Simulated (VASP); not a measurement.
The system is Al2O3.

```xyz
10
Lattice="2.3803 1.3742 4.3319 -2.3803 1.3742 4.3319 0.0000 -2.7485 4.3319" Properties=species:S:1:pos:R:3 pbc="T T T"
Al    0.0000    0.0000    4.5765
Al    0.0000    0.0000    1.9213
Al    0.0000    0.0000    8.4191
Al    0.0000    0.0000   11.0743
O    -0.9203    1.3742    7.5808
O    -0.7300   -1.4841    7.5808
O     1.6503    0.1099    7.5808
O     0.9203   -1.3742    5.4148
O     0.7300    1.4841    5.4148
O    -1.6503   -0.1099    5.4148
```

* Program: VASP 6.6.1
* Task: relaxation of cell and atoms
* Functional: LDA
* Potentials or basis: VASP PAW LDA potentials, release 64 (Al, O)
* Cutoff: 600 eV
* k mesh: 5 × 5 × 5
* Occupations: gaussian, width 0.01 eV
* Spin: no spin polarisation

At the start: pressure -4.9 GPa; volume 8.50 Å³/atom.

Q: Where does the relaxation end?

A: Over 10 steps the energy falls by 2.8 meV/atom and the volume is 8.34 Å³/atom (-1.9 %); space group R-3c (No. 167, to 0.05 Å).

The path:
```
step  energy change (eV)  largest force (eV/Å)  pressure (GPa)  volume (Å³)
   1              0.0000                0.1260           -4.89        85.02
   2             -0.0042                0.0681            4.96        81.86
   3             -0.0274                0.0304            0.07        83.35
   4             -0.0274                0.0283            0.17        83.32
   5             -0.0276                0.0127            0.08        83.35
   6             -0.0276                0.0066            0.10        83.34
   7             -0.0276                0.0023           -0.07        83.40
   8             -0.0276                0.0037           -0.02        83.38
   9             -0.0276                0.0038           -0.01        83.38
  10             -0.0276                0.0012            0.00        83.38
```

Final structure:
```
Al O
1.0
     2.36624    1.36615    4.29862
    -2.36624    1.36615    4.29862
     0.00000   -2.73230    4.29862
Al O
4 6
Cartesian
  0.0000 0.0000 4.5392
  0.0000 0.0000 1.9087
  0.0000 0.0000 8.3566
  0.0000 0.0000 10.9871
  -0.9193 1.3661 7.5226
  -0.7235 -1.4792 7.5226
  1.6428 0.1130 7.5226
  0.9193 -1.3661 5.3733
  0.7235 1.4792 5.3733
  -1.6428 -0.1130 5.3733
```
